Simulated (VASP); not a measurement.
Input of a VASP 6.6.1 run:

Contents of INCAR:

```
ALGO = Normal ; EDIFF = 1E-6
ENCUT = 500 ; GGA = PE
GGA_COMPAT = False ; ISIF = 2
ISMEAR = 0 ; LASPH = True
LCHARG = False ; LREAL = False
LWAVE = False ; NBANDS = 9
NELM = 120 ; PREC = Accurate
SIGMA = 0.05
```

KPOINTS

```
k-points
0
Gamma
  9 9 9
```

POSCAR

```
S
1.0
    2.5763747793      0.0000000000      0.0000000000
    0.0000000000      2.5763747793      0.0000000000
    0.0000000000      0.0000000000      2.5763747793
S
1
Direct
    0.0000000000      0.0000000000      0.0000000000
```

Potentials or basis: VASP PAW PBE potentials, release 64 (S).

Run with:

```bash
$ cat potpaw_PBE.64/S/POTCAR > POTCAR
$ mpirun -np 1 vasp_std > vasp.out
```

Estimate the pressure.

1.1 GPa.

Predict the band gap on the k mesh.

zero (bands 3 and 4 overlap by 6.52 eV).
